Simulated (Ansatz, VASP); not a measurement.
## CoO: VASP beside Ansatz

```
CELL_PARAMETERS angstrom
0.00000 2.13150 2.13150
2.13150 0.00000 2.13150
2.13150 2.13150 0.00000
ATOMIC_POSITIONS crystal
Co 0.00000 0.00000 0.00000
O 0.50000 0.50000 0.50000
```

Alike in both runs: task single point; functional PBE; k mesh 11 × 11 × 11; occupations gaussian, width 0.025 eV; collinear spin.

|  | VASP | Ansatz |
| --- | --- | --- |
| version | VASP 6.6.1 | Ansatz 0.2.0 |
| potentials or method | VASP PAW PBE potentials, release 64 (Co, O) | Ansatz PAW |
| plane-wave cutoff (eV) | 520 | 420 |
| valence electrons in the cell | 15 | 23 |

```csv
,VASP,Ansatz,Ansatz less VASP
gap on the k mesh at the Fermi level (eV),none,none,-
pressure (GPa),-2.4,-1.6,+0.81
net moment per atom (μB),1.46,1.49,+0.029
size of the moment on the site where the two differ most (μB),2.57,2.53,-0.042
```

Site moments also hang on the region over which each program counts them. A gap of «none» marks a metal or a gap that the smearing closes. VASP's potentials hold 15 valence electrons a cell and Ansatz's 23, so a difference there can come from the potentials and not from the codes.
